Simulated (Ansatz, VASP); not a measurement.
# AlN in VASP and in Ansatz

The input INCAR:

```
PREC = Accurate ; ENCUT = 520
EDIFF = 1E-7 ; ISMEAR = 0
SIGMA = 0.05 ; LREAL = F
LASPH = T ; NELM = 100
ALGO = Normal ; ISIF = 2
LWAVE = F ; LCHARG = T
GGA = PE ; LELF = T
LVHAR = T ; NBANDS = 26
```

Contents of KPOINTS:

```
regular mesh
0
Gamma
  8 6 4
```

POSCAR

```
AlN
1.0
   -1.6567491617      2.8695737234      0.0000000000
    0.0000000000      0.0000000000      4.1874629526
    4.9702474850      2.8695737234      0.0000000000
Al N
4 4
Direct
    0.6279974092      0.7500000000      0.0825782182
    0.0000000000      0.7500000000      0.6666666667
    0.0000000000      0.2500000000      0.3333333333
    0.5000000000      0.2500000000      0.8333333333
    0.5000000000      0.2500000000      0.1666666667
    0.0000000000      0.2500000000      0.6666666667
    0.0000000000      0.7500000000      0.3333333333
    0.5000000000      0.7500000000      0.8333333333
```

Input for Ansatz:

```yaml
crystal:
  lattice:
    - [-1.6567491617, 2.8695737234, 0.0]
    - [0.0, 0.0, 4.1874629526]
    - [4.970247485, 2.8695737234, 0.0]
  atoms:
    - { symbol: Al, position: [0.6279974092, 0.75, 0.0825782182] }
    - { symbol: Al, position: [0.0, 0.75, 0.6666666667] }
    - { symbol: Al, position: [0.0, 0.25, 0.3333333333] }
    - { symbol: Al, position: [0.5, 0.25, 0.8333333333] }
    - { symbol: "N", position: [0.5, 0.25, 0.1666666667] }
    - { symbol: "N", position: [0.0, 0.25, 0.6666666667] }
    - { symbol: "N", position: [0.0, 0.75, 0.3333333333] }
    - { symbol: "N", position: [0.5, 0.75, 0.8333333333] }
basis:
  ecutwfc: 420
kpoints:
  mp_grid: { grid: [8, 6, 4] }
hamiltonian:
  xc: pbe
  pseudopotentials: { kind: paw, azcp: { folder: soft_1 } }
scf:
  occupations: { method: gaussian, width: 0.05 }
output:
  forces: true
  stress: true
  eigenvalues: true
```

Alike in both runs: task single point; functional PBE; k mesh 8 × 6 × 4; occupations gaussian, width 0.05 eV; no spin polarisation.

|  | VASP | Ansatz |
| --- | --- | --- |
| version | VASP 6.6.1 | Ansatz 0.2.0 |
| potentials or method | VASP PAW PBE potentials, release 64 (Al, N), cutoff 520 eV | scalar-relativistic, plane waves, PAW |
| valence electrons in the cell | 32 | 32 |

|  | VASP | Ansatz | Ansatz less VASP |
| --- | --- | --- | --- |
| gap on the k mesh at the Fermi level (eV) | 1.72 | 1.72 | -0.005 |
| least direct gap on the mesh (eV) | 1.78 | 1.77 | -0.005 |
| pressure (GPa) | 13.8 | 13.8 | +0.03 |
| traceless stress, the component that is largest in VASP (GPa) | 20.32 | 20.13 | -0.189 |
| rms of the force components (eV/Å) | 4.773 | 4.759 | -0.0147 |

Atom by atom the forces differ by 0.020 eV/Å (rms over components). With one functional, cell and mesh, what is left measures potentials, basis and numerics.
